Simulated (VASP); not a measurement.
Runs of VASP 6.6.1 on AgCl. The structure is that of space group Fm-3m (No. 225), or close to it. The cells are those of the table. 

```csv
cell,gap on the mesh (eV),pressure (GPa)
"a = 3.922, b = 3.922, c = 3.981 Å, angles 59.5, 59.5, 61.0°, 2 atoms",1.34,(b)
"a = 3.951, b = 3.951, c = 3.981 Å, angles 59.8, 59.8, 60.5°, 2 atoms",1.38,-1.5
"a = 3.863, b = 3.863, c = 3.922 Å, angles 59.5, 59.5, 61.0°, 2 atoms",(c),1.7
"a = 3.952, b = 3.952, c = 3.863 Å, angles 60.7, 60.7, 58.5°, 2 atoms",1.28,(a)
"a = 3.951, b = 3.951, c = 3.922 Å, angles 60.2, 60.2, 59.5°, 2 atoms",1.38,-0.8
```

Alike in all rows: task single point; level r2SCAN; potentials or basis VASP PAW PBE potentials, release 64 (Ag, Cl); no spin polarisation; k mesh 8 × 8 × 8; cutoff (eV) 520; smearing gaussian 0.05 eV.

Question: Fill in the values left out.

Answer: (a) 0.1; (b) -0.7; (c) 1.33.

Caveats: the PAW data sets were made with another functional, which shifts forces and pressure a little.

A k mesh can miss the band edges, and the runs leave out spin-orbit coupling on Ag.
